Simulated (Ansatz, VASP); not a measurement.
Two plane-wave programs on Y3F2

File INCAR:

```
PREC = Accurate
ENCUT = 1350
EDIFF = 1E-7
ISMEAR = 0
SIGMA = 0.2
LREAL = False
LASPH = True
NELM = 120
ALGO = Normal
ISIF = 3
LWAVE = False
LCHARG = False
GGA = PE
IBRION = 2
NSW = 36
EDIFFG = -0.08
GGA_COMPAT = False
NELMIN = 4
```

The input KPOINTS:

```
regular mesh
0
Gamma
  4 4 3
```

The input POSCAR:

```
Y3F2
1.0
    4.1315812500      0.0000000000      0.0000000000
    0.0000000000      4.3672115400      0.0000000000
    0.0000000000      0.0000000000      6.3959863900
Y F
3 2
Direct
    0.5000000000      0.5000000000      0.2627238300
    0.5000000000      0.5000000000      0.7372761700
    0.0000000000      0.0000000000      0.0000000000
    0.8408632800      0.0000000000      0.5000000000
    0.1591367200      0.0000000000      0.5000000000
```

Input for Ansatz:

```yaml
crystal:
  lattice:
    - [4.13158125, 0.0, 0.0]
    - [0.0, 4.36721154, 0.0]
    - [0.0, 0.0, 6.39598639]
  atoms:
    - { symbol: "Y", position: [0.5, 0.5, 0.26272383] }
    - { symbol: "Y", position: [0.5, 0.5, 0.73727617] }
    - { symbol: "Y", position: [0.0, 0.0, 0.0] }
    - { symbol: F, position: [0.84086328, 0.0, 0.5] }
    - { symbol: F, position: [0.15913672, 0.0, 0.5] }
basis:
  ecutwfc: 420
kpoints:
  mp_grid: { grid: [4, 4, 3] }
hamiltonian:
  xc: pbe
scf:
  occupations: { method: gaussian, width: 0.2 }
  lower_state_search: "off"
output:
  forces: true
  stress: true
  eigenvalues: true
relax:
  adjacent_minimum: "off"
  f_tol: 0.08
  max_steps: 16
  cell: { stress_tol: 0.8 }
```

Alike in both runs: task relaxation of cell and atoms; functional PBE; k mesh 4 × 4 × 3; occupations gaussian, width 0.2 eV; no spin polarisation.

```csv
,VASP,Ansatz
version,VASP 6.6.1,Ansatz 0.2.0
potentials or method,"VASP PAW PBE potentials, release 64 (Y_sv, F_h), cutoff 1350 eV","scalar-relativistic, plane waves, PAW"
valence electrons in the cell,47,47
```

```csv
,VASP,Ansatz,Ansatz less VASP
"gap on the k mesh at the Fermi level, each at its own relaxed structure (eV)",none,none,-
relaxed volume (Å³/atom),23.40,23.38,-0.022
relaxed length of the cell vector where the two differ most in proportion (Å),6.295,6.229,-0.0660
```

A gap of «none» marks a metal or a gap that the smearing closes.

The k mesh is coarse, so the values compare programs but aren't converged.
